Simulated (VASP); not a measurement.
Runs of VASP 6.6.1 on YW3. The structure is that of space group Pm-3m (No. 221), or close to it. The cells are those of the table. 

```tsv
task	cell	k mesh	cutoff (eV)	gap on the mesh (eV)	pressure (GPa)	relaxed volume (Å³/atom)
single point	a = 4.214 Å, 4 atoms	4 × 4 × 4	520	none	0.0	-
relaxation of cell and atoms	relaxed from a = 4.164, b = 4.164, c = 4.121 Å, 4 atoms	4 × 4 × 4	600	none	0.0	(a)
relaxation of cell and atoms	relaxed from a = 4.181 Å, 4 atoms	4 × 4 × 4	600	none	-0.1	18.71
single point	a = 4.221 Å, 4 atoms	12 × 12 × 12	520	none	0.2	-
single point	a = 4.164, b = 4.164, c = 4.121 Å, 4 atoms	4 × 4 × 4	520	none	8.7	-
```

Alike in all rows: level PBE; potentials or basis VASP PAW PBE potentials, release 64 (Y_sv, W_sv); no spin polarisation; smearing gaussian 0.1 eV.

Problem. Estimate the missing entries.

Solution. (a) 18.07.

Caveats: some runs use coarse meshes; spin-orbit coupling is left out, which moves the levels of the heavy elements; a cell axis changed by over 15 % at a fixed basis, so the end point is rough (at least some runs).

A k mesh can miss the band edges, and the runs leave out spin-orbit coupling on W, Y.

A gap of «none» marks levels without a gap at the run's occupations.
